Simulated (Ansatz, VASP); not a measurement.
**One calculation of Ta2Si2Ge, two programs**

Contents of INCAR:

```
SYSTEM = Ta2Si2Ge
PREC = Accurate ; ENCUT = 600
EDIFF = 1E-6 ; ISMEAR = 0
SIGMA = 0.1 ; LREAL = .FALSE.
LASPH = .TRUE. ; NELM = 100
ALGO = Normal ; ISIF = 3
LWAVE = .FALSE. ; LCHARG = .FALSE.
GGA = PE ; IBRION = 2
NSW = 90 ; EDIFFG = -0.04
```

File KPOINTS:

```
Automatic mesh
0
G
  6 6 2
  0 0 0
```

POSCAR

```
Ta2Si2Ge
1.0
    3.6245693900      0.0000000000      0.0000000000
   -1.8122847000      3.1389691700      0.0000000000
    0.0000000000      0.0000000000      7.5190498900
Ta Si Ge
2 2 1
Direct
    0.3333333300      0.6666666700      0.2375409800
    0.3333333300      0.6666666700      0.7624590200
    0.6666666700      0.3333333300      0.3478088000
    0.6666666700      0.3333333300      0.6521912000
    0.3333333300      0.6666666700      0.0000000000
```

Input for Ansatz:

```yaml
crystal:
  lattice:
    - [3.62456939, 0.0, 0.0]
    - [-1.8122847, 3.13896917, 0.0]
    - [0.0, 0.0, 7.51904989]
  atoms:
    - { symbol: Ta, position: [0.33333333, 0.66666667, 0.23754098] }
    - { symbol: Ta, position: [0.33333333, 0.66666667, 0.76245902] }
    - { symbol: Si, position: [0.66666667, 0.33333333, 0.3478088] }
    - { symbol: Si, position: [0.66666667, 0.33333333, 0.6521912] }
    - { symbol: Ge, position: [0.33333333, 0.66666667, 0.0] }
basis:
  ecutwfc: 420
kpoints:
  mp_grid: { grid: [6, 6, 2] }
hamiltonian:
  xc: pbe
scf:
  occupations: { method: gaussian, width: 0.1 }
  lower_state_search: "off"
output:
  forces: true
  stress: true
  eigenvalues: true
relax:
  adjacent_minimum: "off"
  f_tol: 0.04
  max_steps: 70
  cell: { stress_tol: 0.4 }
```

Alike in both runs: task relaxation of cell and atoms; functional PBE; k mesh 6 × 6 × 2; occupations gaussian, width 0.1 eV; no spin polarisation.

```csv
,VASP,Ansatz
version,VASP 6.6.1,Ansatz 0.2.0
potentials or method,"VASP PAW PBE potentials, release 64 (Ta_pv, Si, Ge_d), cutoff 600 eV","scalar-relativistic, plane waves, PAW"
valence electrons in the cell,44,48
```

VASP gave:

| Property | Result |
| --- | --- |
| relaxed volume (Å³/atom) | 24.79 |
| relaxed cell length with the largest relative difference (Å) | 7.684 |

**Question.** What did Ansatz give for the same quantities?

**Answer.** Relaxed volume (Å³/atom): 17.73; relaxed cell length with the largest relative difference (Å): 11.585.

One of these differences is far larger than is usual between the two programs; its cause wasn't traced. VASP's potentials hold 44 valence electrons a cell and Ansatz's 48, so a difference there can come from the potentials and not from the codes.

Spin-orbit coupling is off throughout. Noted on VASP's run: the volume moved by over 15 % at a fixed basis, so the end points are rough.
